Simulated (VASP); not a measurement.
# BaTiO3 (Pm-3m) in VASP: further runs

BaTiO3 is run at these levels: LDA; tasks: single point.

Program: VASP 6.6.1. These are calculated values, not measurements. Logs are shortened: lines on timing, memory, paths and dates and some standing lists are left out, and cuts for length are marked.

## Step 1: The cell of the first run

It takes space group Pm-3m (No. 221, cubic). Conventional cell: a = 3.839 Å, b = 3.839 Å, c = 3.839 Å, α = 90.00°, β = 90.00°, γ = 90.00°. Ba (site symmetry m-3m) has 12 O at 2.71 Å and 8 Ti at 3.32 Å within 3.6 Å. Within 2.5 Å of Ti (site symmetry m-3m) lie 6 O at 1.92 Å. O (site symmetry 4/mmm) has 2 Ti at 1.92 Å within 2.5 Å.

## Step 2: Single point, LDA

The input, INCAR:

```
  PREC = Accurate
  ENCUT = 520
  EDIFF = 1E-6
  ISMEAR = 0
  SIGMA = 0.01
  LREAL = F
  LASPH = T
  NELM = 80
  ALGO = Normal
  ISIF = 2
  LWAVE = F
  LCHARG = F
  GGA = CA
  NBANDS = 28
```

The input, KPOINTS:

```
Automatic mesh
0
Gamma
  6 6 6
```

The input, POSCAR:

```
BaTiO3
1.0
    3.8388855895      0.0000000000      0.0000000000
    0.0000000000      3.8388855895      0.0000000000
    0.0000000000      0.0000000000      3.8388855895
Ba Ti O
1 1 3
Direct
    0.5000000000      0.5000000000      0.5000000000
    0.0000000000      0.0000000000      0.0000000000
    0.5000000000      0.0000000000      0.0000000000
    0.0000000000      0.5000000000      0.0000000000
    0.0000000000      0.0000000000      0.5000000000
```

Potentials or basis: VASP PAW LDA potentials, release 64 (Ba_sv, Ti_sv, O).

Launch:

```bash
$ cat potpaw_LDA.64/Ba_sv/POTCAR potpaw_LDA.64/Ti_sv/POTCAR potpaw_LDA.64/O/POTCAR > POTCAR
$ mpirun -np 1 vasp_std > vasp.out
```

OUTCAR:

```text
PREC = Accurate
   ENCUT = 520
   EDIFF = 1E-6
   ISMEAR = 0
   LREAL = F
   LASPH = T
   NELM = 80
   ISIF = 2
   GGA = CA

 ion  position               nearest neighbor table
   1  0.500  0.500  0.500-   3 2.71   4 2.71   5 2.71   3 2.71   4 2.71   3 2.71   5 2.71   3 2.71
                             4 2.71   5 2.71   4 2.71   5 2.71   2 3.32   2 3.32   2 3.32   2 3.32
   2  0.000  0.000  0.000-   3 1.92   4 1.92   5 1.92   5 1.92   4 1.92   3 1.92   1 3.32   1 3.32
                             1 3.32   1 3.32   1 3.32   1 3.32   1 3.32   1 3.32
   3  0.500  0.000  0.000-   2 1.92   2 1.92   1 2.71   1 2.71   1 2.71   1 2.71
   4  0.000  0.500  0.000-   2 1.92   2 1.92   1 2.71   1 2.71   1 2.71   1 2.71
   5  0.000  0.000  0.500-   2 1.92   2 1.92   1 2.71   1 2.71   1 2.71   1 2.71

  LATTYP: Found a simple cubic cell.
 ALAT       =     3.8388855895

  Lattice vectors:

 A1 = (   3.8388855895,   0.0000000000,   0.0000000000)
 A2 = (   0.0000000000,   3.8388855895,   0.0000000000)
 A3 = (   0.0000000000,   0.0000000000,   3.8388855895)

Analysis of symmetry for initial positions (statically):
=====================================================================
 Subroutine PRICEL returns:
 Original cell was already a primitive cell.

 Routine SETGRP: Setting up the symmetry group for a
 simple cubic supercell.

 Subroutine GETGRP returns: Found 48 space group operations
 (whereof 48 operations were pure point group operations)
 out of a pool of 48 trial point group operations.

The static configuration has the point symmetry O_h .

Analysis of symmetry for dynamics (positions and initial velocities):
=====================================================================
 Subroutine PRICEL returns:
 Original cell was already a primitive cell.

 Routine SETGRP: Setting up the symmetry group for a
 simple cubic supercell.

 Subroutine GETGRP returns: Found 48 space group operations
 (whereof 48 operations were pure point group operations)
 out of a pool of 48 trial point group operations.

The dynamic configuration has the point symmetry O_h .

 Subroutine INISYM returns: Found 48 space group operations
 (whereof 48 operations are pure point group operations),
 and found     1 'primitive' translations

----------------------------------------------------------------------------------------

                                     Primitive cell
[... 92 lines left out ...]
   EDIFF  = 0.1E-05   stopping-criterion for ELM
   LREAL  =      F    real-space projection
   EDIFFG = 0.1E-04   stopping-criterion for IOM
   NSW    =      0    number of steps for IOM
   IBRION =     -1    ionic relax: 0-MD 1-quasi-New 2-CG
   NFREE  =      0    steps in history (QN), initial steepest desc. (CG)
   ISIF   =      2    stress and relaxation
   ISYM   =      2    0-nonsym 1-usesym 2-fastsym
   POTIM  = 0.5000    time-step for ionic-motion
   TEBEG  =    0.0;   TEEND  =   0.0 temperature during run
   PSTRESS=    0.0 pullay stress
   NELECT =      40.0000    total number of electrons
   NUPDOWN=      -1.0000    fix difference up-down
   EMIN   =  10.00;   EMAX   =-10.00  energy-range for DOS
   EFERMI =   0.00;   METHOD = LEGACY
   ISMEAR =     0;   SIGMA  =   0.01  broadening in eV -4-tet -1-fermi 0-gaus
   EFERMI_NEDOS =   21; number of points for ismear=-14 and -15
   IALGO  =     38    algorithm
   IMIX   =      4    mixing-type and parameters
     AMIX     =   0.40;   BMIX     =  1.00
     AMIX_MAG =   1.60;   BMIX_MAG =  1.00
  volume/ion in A,a.u.               =      11.31        76.36
  Fermi-wavevector in a.u.,A,eV,Ry     =   1.458444  2.756059 28.940380  2.127058
  Thomas-Fermi vector in A             =   2.575127
   LORBIT       =      0    0 simple, 1 ext, 2 COOP (PROOUT), +10 PAW based schemes
   GGA     = CA    functional components
   LHFCALC =     F    Hartree Fock is set to
   AEXX    =    0.0000 exact exchange contribution
   IVDW    =     0    specifies the selected vdW correction
   LEPSILON=     F    determine dielectric tensor
   LRPA    =     F    only Hartree local field effects (RPA)
 non-spin polarized calculation
 Gauss-broadening in eV      SIGMA  =   0.01
  energy-cutoff  :      520.00
  volume of cell :       56.57
 maximum number of plane-waves:      1568
 NGX is ok and might be reduce to    30
   NGX = 15   NGY = 15   NGZ = 15

 number of electron      40.0000031 magnetization

 Free energy of the ion-electron system (eV)
  ---------------------------------------------------
  ext. energy  EPLUGINS =         0.00000000
  ---------------------------------------------------
  free energy    TOTEN  =       -43.84884115 eV

  energy without entropy =      -43.84884115  energy(sigma->0) =      -43.84884115

 E-fermi :   4.7289     XC(G=0): -12.3888

 val. band max:        4.5769630633   @ k =   0.0000   0.0000   0.0000
 cond. band min:       6.4431588422   @ k =   0.0000   0.0000   0.0000
 fundamental gap:      1.8661957789
 Fermi energy:         4.7289028688

 k-point     1 :       0.0000    0.0000    0.0000
  band No.  band energies     occupation
      1     -50.7846      2.00000
      2     -27.4860      2.00000
      3     -27.4860      2.00000
      4     -27.4860      2.00000
      5     -19.8929      2.00000
      6     -12.2578      2.00000
[... 609 lines left out ...]
     27      13.7189      0.00000
     28      13.7189      0.00000

------------------------ aborting loop because EDIFF is reached ----------------------------------------

  FORCE on cell =-STRESS in cart. coord.  units (eV):
  Direction    XX          YY          ZZ          XY          YZ          ZX
  --------------------------------------------------------------------------------------
  -------------------------------------------------------------------------------------
  Total        7.2032869      7.2032869      7.2032869      0.0000000      0.0000000      0.0000000
  in kB      203.9979416    203.9979416    203.9979416      0.0000000      0.0000000      0.0000000
  external PRESSURE =     203.9979416 kB  Pullay stress =       0.0000000 kB

 VOLUME and BASIS-vectors are now :
 -----------------------------------------------------------------------------
  energy-cutoff  :      520.00
  volume of cell :       56.57
      direct lattice vectors                 reciprocal lattice vectors
     3.838885589  0.000000000  0.000000000     0.260492264  0.000000000  0.000000000
     0.000000000  3.838885589  0.000000000     0.000000000  0.260492264  0.000000000
     0.000000000  0.000000000  3.838885589     0.000000000  0.000000000  0.260492264

 POSITION                                       TOTAL-FORCE (eV/Angst)
 -----------------------------------------------------------------------------------
      1.91944      1.91944      1.91944         0.000000      0.000000      0.000000
      0.00000      0.00000      0.00000         0.000000      0.000000      0.000000
      1.91944      0.00000      0.00000         0.000000      0.000000      0.000000
      0.00000      1.91944      0.00000         0.000000      0.000000      0.000000
      0.00000      0.00000      1.91944         0.000000      0.000000      0.000000
 -----------------------------------------------------------------------------------
    total drift:                                0.000000     -0.000000      0.000000

  FREE ENERGIE OF THE ION-ELECTRON SYSTEM (eV)
  ---------------------------------------------------
  free  energy   TOTEN  =       -43.8488411545 eV

  energy  without entropy=      -43.8488411545  energy(sigma->0) =      -43.84884115
```

OSZICAR:

```text
N       E                     dE             d eps       ncg     rms          rms(c)
DAV:   1     0.414645282088E+03    0.41465E+03   -0.20646E+04  1120   0.154E+03
DAV:   2    -0.121879066520E+02   -0.42683E+03   -0.40525E+03  1276   0.421E+02
DAV:   3    -0.520570271664E+02   -0.39869E+02   -0.37706E+02  1256   0.132E+02
DAV:   4    -0.540735729544E+02   -0.20165E+01   -0.20134E+01  1768   0.257E+01
DAV:   5    -0.541012735393E+02   -0.27701E-01   -0.27688E-01  1416   0.310E+00    0.260E+01
DAV:   6    -0.439881072917E+02    0.10113E+02   -0.51491E+01  1488   0.707E+01    0.106E+01
DAV:   7    -0.439613168229E+02    0.26790E-01   -0.74747E+00  1404   0.209E+01    0.792E+00
DAV:   8    -0.438615017943E+02    0.99815E-01   -0.90720E-01  1352   0.948E+00    0.223E+00
DAV:   9    -0.438590177944E+02    0.24840E-02   -0.18224E-01  1420   0.331E+00    0.913E-01
DAV:  10    -0.438531019491E+02    0.59158E-02   -0.84515E-02  1448   0.215E+00    0.617E-01
DAV:  11    -0.438497116726E+02    0.33903E-02   -0.31913E-02  1696   0.135E+00    0.245E-01
DAV:  12    -0.438491361759E+02    0.57550E-03   -0.17652E-03  1300   0.393E-01    0.133E-01
DAV:  13    -0.438490562387E+02    0.79937E-04   -0.16065E-04  1468   0.733E-02    0.122E-01
DAV:  14    -0.438488422960E+02    0.21394E-03   -0.87900E-04  1560   0.255E-01    0.427E-02
DAV:  15    -0.438488456481E+02   -0.33521E-05   -0.52597E-05  1328   0.459E-02    0.329E-02
DAV:  16    -0.438488432215E+02    0.24266E-05   -0.39803E-06  1204   0.123E-02    0.200E-02
DAV:  17    -0.438488411344E+02    0.20871E-05   -0.80580E-06  1368   0.230E-02    0.363E-03
DAV:  18    -0.438488411545E+02   -0.20078E-07   -0.28279E-07   640   0.414E-03
   1 F= -.43848841E+02 E0= -.43848841E+02  d E =-.430674-104
```

stdout:

```text
POSCAR found type information on POSCAR BaTiO
 POSCAR found :  3 types and       5 ions
 scaLAPACK will be used
 LDA part: xc-table for (Slater(with rela. corr.)+CA(PZ))
 , standard interpolation
 POSCAR, INCAR and KPOINTS ok, starting setup
 FFT: planning ... GRIDC
 FFT: planning ... GRID_SOFT
 FFT: planning ... GRID
 WAVECAR not read
 entering main loop
```

Run time: 53 s. Hardware: 1 thread of Intel Xeon Platinum 8488C (Sapphire Rapids), shared host; peak memory 0.17 GiB.

Results:

```yaml
Free_energy: -43.8488 eV
Pressure: 20.4 GPa
Band_gap_on_the_k_mesh: 1.87 eV, direct
```

Levels at points of the mesh, in eV from the valence-band top:
| k point | band 17 | band 18 | band 19 | band 20 | band 21 | band 22 | band 23 | band 24 |
| --- | --- | --- | --- | --- | --- | --- | --- | --- |
| (0.00, 0.00, 0.00) | -1.34 | 0.00 | 0.00 | 0.00 | 1.87 | 1.87 | 1.87 | 4.74 |
| (0.50, 0.00, 0.00) | -2.00 | -2.00 | -0.69 | -0.69 | 2.10 | 4.10 | 4.10 | 4.87 |
| (0.50, 0.50, 0.00) | -1.64 | -0.76 | -0.76 | -0.12 | 4.12 | 4.12 | 4.57 | 5.91 |
| (0.50, 0.50, 0.50) | -2.29 | -0.01 | -0.01 | -0.01 | 4.96 | 4.96 | 4.96 | 7.25 |

Caveat: spin-orbit coupling is left out, which moves the levels of the heavy elements.

## Step 3: Single point, LDA

This run uses another cell than the first one, of 11.83 Å³/atom, 1.045 times its volume.

The input, INCAR:

```
SYSTEM = BaTiO3
PREC = Accurate
ENCUT = 520
EDIFF = 1E-6
ISMEAR = 0
SIGMA = 0.01
LREAL = .False.
LASPH = .True.
NELM = 80
ALGO = Normal
ISIF = 2
LWAVE = .False.
LCHARG = .True.
LELF = .True.
LVHAR = .True.
NBANDS = 28
```

The input, KPOINTS:

```
regular mesh
0
Gamma
  6 6 6
  0 0 0
```

POSCAR: that of step 2 with these lines changed.

```diff
@@ -2,5 +2,5 @@
 1.0
-    3.8388855895      0.0000000000      0.0000000000
-    0.0000000000      3.8388855895      0.0000000000
-    0.0000000000      0.0000000000      3.8388855895
+    3.8961908378      0.0000000000      0.0000000000
+    0.0000000000      3.8961908378      0.0000000000
+    0.0000000000      0.0000000000      3.8961908378
 Ba Ti O
```

Potentials or basis: VASP PAW LDA potentials, release 64 (Ba_sv, Ti_sv, O).

Launch:

```bash
$ cat potpaw_LDA.64/Ba_sv/POTCAR potpaw_LDA.64/Ti_sv/POTCAR potpaw_LDA.64/O/POTCAR > POTCAR
$ mpirun -np 1 vasp_std > vasp.out
```

It took 47 s on 1 thread of Intel Xeon Platinum 8488C (Sapphire Rapids), shared host; peak memory 0.17 GiB.

Results (log left out):

```
Free energy            : -44.0844 eV
Pressure               : 9.0 GPa
Band gap on the k mesh : 1.80 eV, indirect (least direct gap 1.85 eV)
```

Levels at points of the mesh, in eV from the valence-band top:
```tsv
k point	band 16	band 17	band 18	band 19	band 20	band 21	band 22	band 23	band 24	band 25
(0.00, 0.00, 0.00)	-1.25	-1.25	-0.05	-0.05	-0.05	1.80	1.80	1.80	4.49	4.49
(0.50, 0.00, 0.00)	-2.08	-1.95	-1.95	-0.71	-0.71	2.01	3.87	3.87	4.54	6.77
(0.50, 0.50, 0.00)	-3.06	-1.68	-0.80	-0.80	-0.10	3.88	3.88	4.32	5.50	8.27
(0.50, 0.50, 0.50)	-2.34	-2.34	0.00	0.00	0.00	4.66	4.66	4.66	7.04	7.04
```

Caveat: spin-orbit coupling is left out, which moves the levels of the heavy elements. A k mesh can miss the band edges.

## Step 4: Single point, LDA

This run uses another cell than the first one, of 12.34 Å³/atom, 1.091 times its volume.

The input, INCAR:

```
  ALGO = Normal
  EDIFF = 1E-6
  ENCUT = 520
  GGA = CA
  ISIF = 2
  ISMEAR = 0
  LASPH = True
  LCHARG = False
  LREAL = False
  LWAVE = False
  NBANDS = 28
  NELM = 60
  PREC = Accurate
  SIGMA = 0.01
```

The input, KPOINTS:

```
k-points
0
Gamma
  6 6 6
```

POSCAR: that of step 3 with these lines changed.

```diff
@@ -2,5 +2,5 @@
 1.0
-    3.8961908378      0.0000000000      0.0000000000
-    0.0000000000      3.8961908378      0.0000000000
-    0.0000000000      0.0000000000      3.8961908378
+    3.9518582279      0.0000000000      0.0000000000
+    0.0000000000      3.9518582279      0.0000000000
+    0.0000000000      0.0000000000      3.9518582279
 Ba Ti O
```

Launch:

```bash
$ cat potpaw_LDA.64/Ba_sv/POTCAR potpaw_LDA.64/Ti_sv/POTCAR potpaw_LDA.64/O/POTCAR > POTCAR
$ mpirun -np 1 vasp_std > vasp.out
```

It took 45 s on 1 thread of Intel Xeon Platinum 8488C (Sapphire Rapids), shared host; peak memory 0.17 GiB.

Results (log left out):

- Free energy: -44.1559 eV
- Pressure: -0.1 GPa
- Band gap on the k mesh: 1.73 eV, indirect (least direct gap 1.83 eV)

Levels at points of the mesh, in eV from the valence-band top:
```tsv
k point	band 18	band 19	band 20	band 21	band 22	band 23
(0.00, 0.00, 0.00)	-0.10	-0.10	-0.10	1.73	1.73	1.73
(0.50, 0.00, 0.00)	-1.91	-0.72	-0.72	1.91	3.65	3.65
(0.50, 0.50, 0.00)	-0.84	-0.84	-0.10	3.66	3.66	4.08
(0.50, 0.50, 0.50)	0.00	0.00	0.00	4.38	4.38	4.38
```

Caveat: spin-orbit coupling is left out, which moves the levels of the heavy elements. Expect the measured gap to be larger: semilocal functionals such as LDA lack the derivative discontinuity.

(Continued in part 2 of 2.)
